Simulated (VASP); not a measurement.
# S (P4_2/m) in VASP: single point with PBE

Aim: the single point of S with PBE.

Program: VASP 6.6.1. These are calculated values, not measurements. Logs are shortened: lines on timing, memory, paths and dates and some standing lists are left out, and cuts for length are marked.

**1. The cell of the first run**

Symmetry: P4_2/m, No. 84, tetragonal system. The conventional cell has a = 5.351 Å, b = 5.351 Å, c = 2.957 Å, α = 90.00°, β = 90.00°, γ = 90.00°. S (site symmetry m) has 1 S at 1.67 Å within 2.2 Å.

**2. Single point, PBE (strained and its atoms moved)**

The input, INCAR:

```
SYSTEM = S
ALGO     = Normal         ! electronic algorithm
EDIFF    = 1E-6           ! SCF threshold, eV
ENCUT    = 520            ! plane-wave cutoff, eV
GGA      = PE             ! functional
ISIF     = 2              ! what is computed and relaxed
ISMEAR   = 0              ! smearing method
LASPH    = .TRUE.         ! aspherical terms in the spheres
LCHARG   = .FALSE.        ! write CHGCAR
LREAL    = .FALSE.        ! projectors in reciprocal space
LWAVE    = .FALSE.        ! write WAVECAR
NBANDS   = 20             ! bands
NELM     = 100            ! most SCF steps
PREC     = Accurate       ! precision mode
SIGMA    = 0.1            ! smearing width, eV
```

The input, KPOINTS:

```
k-points
0
G
  8 8 14
  0 0 0
```

The input, POSCAR:

```
S
1.0
    5.3512250138      0.0000000000      0.0000000000
    0.0000000000      5.3512250138      0.0000000000
    0.0000000000      0.0000000000      2.9568126420
S
4
Direct
    0.8798186824      0.9006368632      0.5000000000
    0.1201813176      0.0993631368      0.5000000000
    0.4006368632      0.6201813176      0.0000000000
    0.5993631368      0.3798186824      0.0000000000
```

Potentials or basis: VASP PAW PBE potentials, release 64 (S).

Command:

```bash
> cat potpaw_PBE.64/S/POTCAR > POTCAR
> mpirun -np 1 vasp_std > vasp.out
```

OUTCAR:

```text
SYSTEM = S
   EDIFF = 1E-6
   ENCUT = 520
   GGA = PE
   ISIF = 2
   ISMEAR = 0
   LASPH = .TRUE.
   LREAL = .FALSE.
   NELM = 100
   PREC = Accurate

 ion  position               nearest neighbor table
   1  0.880  0.901  0.500-   2 1.67
   2  0.120  0.099  0.500-   1 1.67
   3  0.401  0.620  0.000-   4 1.67
   4  0.599  0.380  0.000-   3 1.67

  LATTYP: Found a simple tetragonal cell.
 ALAT       =     5.3512250138
 C/A-ratio  =     0.5525487406

  Lattice vectors:

 A1 = (   5.3512250138,   0.0000000000,   0.0000000000)
 A2 = (   0.0000000000,   5.3512250138,   0.0000000000)
 A3 = (   0.0000000000,   0.0000000000,   2.9568126420)

Analysis of symmetry for initial positions (statically):
=====================================================================
 Subroutine PRICEL returns:
 Original cell was already a primitive cell.

 Routine SETGRP: Setting up the symmetry group for a
 simple tetragonal supercell.

 Subroutine GETGRP returns: Found  8 space group operations
 (whereof  4 operations were pure point group operations)
 out of a pool of 16 trial point group operations.

The static configuration has the point symmetry C_2h.
 The point group associated with its full space group is C_4h.

Analysis of symmetry for dynamics (positions and initial velocities):
=====================================================================
 Subroutine PRICEL returns:
 Original cell was already a primitive cell.

 Routine SETGRP: Setting up the symmetry group for a
 simple tetragonal supercell.

 Subroutine GETGRP returns: Found  8 space group operations
 (whereof  4 operations were pure point group operations)
 out of a pool of 16 trial point group operations.

The dynamic configuration has the point symmetry C_2h.
 The point group associated with its full space group is C_4h.

 Subroutine INISYM returns: Found  8 space group operations
 (whereof  4 operations are pure point group operations),
 and found     1 'primitive' translations

----------------------------------------------------------------------------------------

                                     Primitive cell

  volume of cell :      84.6701

  direct lattice vectors                    reciprocal lattice vectors
     5.351225014  0.000000000  0.000000000     0.186873099  0.000000000  0.000000000
     0.000000000  5.351225014  0.000000000     0.000000000  0.186873099  0.000000000
     0.000000000  0.000000000  2.956812642     0.000000000  0.000000000  0.338202017

  length of vectors
     5.351225014  5.351225014  2.956812642     0.186873099  0.186873099  0.338202017

  position of ions in fractional coordinates (direct lattice)
     0.879818682  0.900636863  0.500000000
     0.120181318  0.099363137  0.500000000
     0.400636863  0.620181318  0.000000000
     0.599363137  0.379818682  0.000000000

  ion indices of the primitive-cell ions
   primitive index   ion index
                 1           1
                 2           2
                 3           3
                 4           4

----------------------------------------------------------------------------------------

 KPOINTS: k-points

Automatic generation of k-mesh.
 Grid dimensions read from file:
 generate k-points for:    8    8   14

 Generating k-lattice:

  Cartesian coordinates                     Fractional coordinates (reciprocal lattice)
     0.023359137  0.000000000  0.000000000     0.125000000  0.000000000  0.000000000
     0.000000000  0.023359137  0.000000000     0.000000000  0.125000000  0.000000000
     0.000000000  0.000000000  0.024157287     0.000000000  0.000000000  0.071428571

  Length of vectors
     0.023359137  0.023359137  0.024157287

  Shift w.r.t. Gamma in fractional coordinates (k-lattice)
     0.000000000  0.000000000  0.000000000

 Subroutine IBZKPT returns following result:
 ===========================================

 Found    144 irreducible k-points:

 Following reciprocal coordinates:
            Coordinates               Weight
  0.000000  0.000000  0.000000      1.000000
  0.125000  0.000000  0.000000      4.000000
  0.250000  0.000000  0.000000      4.000000
  0.375000  0.000000  0.000000      4.000000
  0.500000  0.000000  0.000000      2.000000
  0.125000  0.125000  0.000000      4.000000
[... 16 lines left out ...]
  0.500000  0.000000  0.071429      4.000000
  0.125000  0.125000  0.071429      8.000000
 [... further k-points ...]
   k-points           NKPTS =    144   k-points in BZ     NKDIM =    144   number of bands    NBANDS=     20
   number of dos      NEDOS =    301   number of ions     NIONS =      4
   total plane-waves  NPLWV =  38400
   dimension x,y,z NGX =    40 NGY =   40 NGZ =   24
   dimension x,y,z NGXF=    80 NGYF=   80 NGZF=   48
   ions per type =               4
   NGX,Y,Z   is equivalent  to a cutoff of  12.43, 12.43, 13.49 a.u.
   NGXF,Y,Z  is equivalent  to a cutoff of  24.85, 24.85, 26.99 a.u.
 SYSTEM =  S
   PREC   = accura    normal or accurate (medium, high low for compatibility)
   ISTART =      0    job   : 0-new  1-cont  2-samecut
   ICHARG =      2    charge: 1-file 2-atom 10-const
   ISPIN  =      1    spin polarized calculation?
   LNONCOLLINEAR =      F non collinear calculations
   LSORBIT =      F    spin-orbit coupling
   LASPH  =      T    aspherical Exc in radial PAW
   ENCUT  =  520.0 eV  38.22 Ry    6.18 a.u.   9.95  9.95  5.50*2*pi/ulx,y,z
   NELM   =    100;   NELMIN=  2; NELMDL= -5     # of ELM steps
   EDIFF  = 0.1E-05   stopping-criterion for ELM
   LREAL  =      F    real-space projection
   EDIFFG = 0.1E-04   stopping-criterion for IOM
   NSW    =      0    number of steps for IOM
   IBRION =     -1    ionic relax: 0-MD 1-quasi-New 2-CG
   NFREE  =      0    steps in history (QN), initial steepest desc. (CG)
   ISIF   =      2    stress and relaxation
   ISYM   =      2    0-nonsym 1-usesym 2-fastsym
   POTIM  = 0.5000    time-step for ionic-motion
   TEBEG  =    0.0;   TEEND  =   0.0 temperature during run
   PSTRESS=    0.0 pullay stress
   NELECT =      24.0000    total number of electrons
   NUPDOWN=      -1.0000    fix difference up-down
   EMIN   =  10.00;   EMAX   =-10.00  energy-range for DOS
   EFERMI =   0.00;   METHOD = LEGACY
   ISMEAR =     0;   SIGMA  =   0.10  broadening in eV -4-tet -1-fermi 0-gaus
   EFERMI_NEDOS =   21; number of points for ismear=-14 and -15
   IALGO  =     38    algorithm
   IMIX   =      4    mixing-type and parameters
     AMIX     =   0.40;   BMIX     =  1.00
     AMIX_MAG =   1.60;   BMIX_MAG =  1.00
  volume/ion in A,a.u.               =      21.17       142.85
  Fermi-wavevector in a.u.,A,eV,Ry     =   1.075396  2.032204 15.734825  1.156477
  Thomas-Fermi vector in A             =   2.211252
   LORBIT       =      0    0 simple, 1 ext, 2 COOP (PROOUT), +10 PAW based schemes
   GGA     = PE    functional components
   LHFCALC =     F    Hartree Fock is set to
   AEXX    =    0.0000 exact exchange contribution
   IVDW    =     0    specifies the selected vdW correction
   LEPSILON=     F    determine dielectric tensor
   LRPA    =     F    only Hartree local field effects (RPA)
 non-spin polarized calculation
 Gauss-broadening in eV      SIGMA  =   0.10
  energy-cutoff  :      520.00
  volume of cell :       84.67
 maximum number of plane-waves:      2308
   NGX = 19   NGY = 19   NGZ = 11

 number of electron      24.0000001 magnetization

 Free energy of the ion-electron system (eV)
  ---------------------------------------------------
  ext. energy  EPLUGINS =         0.00000000
  ---------------------------------------------------
  free energy    TOTEN  =       -12.87558952 eV

  energy without entropy =      -12.86087846  energy(sigma->0) =      -12.86823399

 E-fermi :   4.6260     XC(G=0):  -9.2632

 val. band max:        4.6232904637   @ k =  -0.3750   0.2500  -0.0714
 cond. band min:       4.6324234465   @ k =  -0.3750   0.1250  -0.2143
 fundamental gap:      0.0091329828
 Fermi energy:         4.6260415257

 k-point     1 :       0.0000    0.0000    0.0000
  band No.  band energies     occupation
      1     -14.1263      2.00000
      2     -13.5564      2.00000
      3      -6.2724      2.00000
      4      -6.2724      2.00000
      5      -2.0562      2.00000
      6      -1.0184      2.00000
[... 12 lines left out ...]
     19      11.6074      0.00000
     20      12.1252      0.00000

 k-point     2 :       0.1250    0.0000    0.0000
  band No.  band energies     occupation
      1     -14.1055      2.00000
      2     -13.5789      2.00000
      3      -6.2737      2.00000
      4      -6.2622      2.00000
      5      -2.2242      2.00000
      6      -1.4620      2.00000
[... 12 lines left out ...]
     19      11.9034      0.00000
     20      12.2312      0.00000

 k-point     3 :       0.2500    0.0000    0.0000
  band No.  band energies     occupation
      1     -14.0458      2.00000
      2     -13.6425      2.00000
      3      -6.2755      2.00000
      4      -6.2377      2.00000
      5      -2.4779      2.00000
      6      -1.9565      2.00000
[... 12 lines left out ...]
     19      12.0796      0.00000
     20      12.8174      0.00000

 k-point     4 :       0.3750    0.0000    0.0000
  band No.  band energies     occupation
      1     -13.9553      2.00000
      2     -13.7369      2.00000
      3      -6.2751      2.00000
      4      -6.2134      2.00000
      5      -2.6159      2.00000
      6      -2.3402      2.00000
[... 12 lines left out ...]
     19      12.1208      0.00000
     20      12.8297      0.00000

 k-point     5 :       0.5000    0.0000    0.0000
  band No.  band energies     occupation
      1     -13.8511      2.00000
      2     -13.8428      2.00000
      3      -6.2743      2.00000
      4      -6.2034      2.00000
      5      -2.6005      2.00000
      6      -2.5406      2.00000
[... 12 lines left out ...]
     19      12.2522      0.00000
     20      12.4533      0.00000
[... 353 lines left out ...]
      6      -1.9094      2.00000
[... 12 lines left out ...]
     19      12.2787      0.00000
     20      12.8496      0.00000

 k-point    22 :       0.3750    0.0000    0.0714
  band No.  band energies     occupation
      1     -13.9162      2.00000
      2     -13.7014      2.00000
      3      -6.2252      2.00000
      4      -6.1630      2.00000
      5      -2.5740      2.00000
      6      -2.2919      2.00000
[... 12 lines left out ...]
     19      12.2478      0.00000
     20      12.8503      0.00000

 k-point    23 :       0.5000    0.0000    0.0714
  band No.  band energies     occupation
      1     -13.8136      2.00000
      2     -13.8055      2.00000
      3      -6.2249      2.00000
      4      -6.1535      2.00000
      5      -2.5522      2.00000
      6      -2.4953      2.00000
[... 12 lines left out ...]
     19      12.3170      0.00000
     20      12.4775      0.00000

 k-point    24 :       0.1250    0.1250    0.0714
  band No.  band energies     occupation
      1     -14.0448      2.00000
      2     -13.5661      2.00000
      3      -6.2825      2.00000
      4      -6.1519      2.00000
      5      -2.3531      2.00000
      6      -1.2849      2.00000
[... 12 lines left out ...]
     19      11.8951      0.00000
     20      12.5105      0.00000

 [... further k-points ...]
[... 5 lines left out ...]
  --------------------------------------------------------------------------------------
  -------------------------------------------------------------------------------------
  Total       20.4708227     20.4708227      0.1998252     -0.0000005      0.0000000      0.0000000
  in kB      387.3607804    387.3607804      3.7812076     -0.0000092      0.0000000      0.0000000
  external PRESSURE =     259.5009228 kB  Pullay stress =       0.0000000 kB

 VOLUME and BASIS-vectors are now :
 -----------------------------------------------------------------------------
  energy-cutoff  :      520.00
  volume of cell :       84.67
      direct lattice vectors                 reciprocal lattice vectors
     5.351225014  0.000000000  0.000000000     0.186873099  0.000000000  0.000000000
     0.000000000  5.351225014  0.000000000     0.000000000  0.186873099  0.000000000
     0.000000000  0.000000000  2.956812642     0.000000000  0.000000000  0.338202017

 POSITION                                       TOTAL-FORCE (eV/Angst)
 -----------------------------------------------------------------------------------
      4.70811      4.81951      1.47841        -8.626153     -7.587108      0.000000
      0.64312      0.53171      1.47841         8.626153      7.587108      0.000000
      2.14390      3.31873      0.00000        -7.587108      8.626153     -0.000000
      3.20733      2.03250      0.00000         7.587108     -8.626153     -0.000000
 -----------------------------------------------------------------------------------
    total drift:                               -0.000000      0.000000     -0.000000

  FREE ENERGIE OF THE ION-ELECTRON SYSTEM (eV)
  ---------------------------------------------------
  free  energy   TOTEN  =       -12.8755895223 eV

  energy  without entropy=      -12.8608784599  energy(sigma->0) =      -12.86823399
```

Run time: 62 s. Hardware: 1 thread of Intel Xeon 6975P-C (Granite Rapids), shared host; peak memory 0.29 GiB.

Results:

| Property | Result |
| --- | --- |
| Free energy | -12.8756 eV |
| Pressure | 26.0 GPa |
| Largest force | 11.488 eV/Å |
| Band gap on the k mesh | zero (band 12 reaches 5.77 eV, above the bottom of band 13 at 3.36 eV) |

Forces in eV/Å, atoms in the order of the input:
```
S   -8.626 -7.587  0.000
S    8.626  7.587  0.000
S   -7.587  8.626  0.000
S    7.587 -8.626  0.000
```

Caveat: the cell differs from its parent crystal (strained and its atoms moved); forces of over 1 eV/Å act on the atoms, so gaps and moduli don't describe the material at rest.
